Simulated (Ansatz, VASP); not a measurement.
**Two plane-wave programs on CdSi2**

```
CELL_PARAMETERS angstrom
3.52098 0.00000 0.00000
-1.76049 3.04926 0.00000
0.00000 0.00000 4.63722
ATOMIC_POSITIONS crystal
Cd 0.00000 0.00000 0.00000
Si 0.33333 0.66667 0.43200
Si 0.66667 0.33333 0.56800
```

Alike in both runs: task relaxation of cell and atoms; functional PBE; k mesh 6 × 6 × 4; occupations gaussian, width 0.1 eV; no spin polarisation.

|  | VASP | Ansatz |
| --- | --- | --- |
| version | VASP 6.6.1 | Ansatz 0.2.0 |
| potentials or method | VASP PAW PBE potentials, release 64 (Cd, Si), cutoff 600 eV | scalar-relativistic, plane waves, PAW |
| valence electrons in the cell | 20 | 28 |

Ansatz gave:

* gap on the k mesh at the Fermi level, each at its own relaxed structure (eV): none
* relaxed volume (Å³/atom): 20.43
* relaxed length of the cell vector where the two differ most in proportion (Å): 3.709

Which values does VASP return?

gap on the k mesh at the Fermi level, each at its own relaxed structure (eV): none; relaxed volume (Å³/atom): 20.58; relaxed length of the cell vector where the two differ most in proportion (Å): 3.719.

A gap of «none» marks a metal or a gap that the smearing closes. VASP's potentials hold 20 valence electrons a cell and Ansatz's 28, so a difference there can come from the potentials and not from the codes.

Noted on VASP's run: the volume moved by over 15 % at a fixed basis, so the end points are rough.
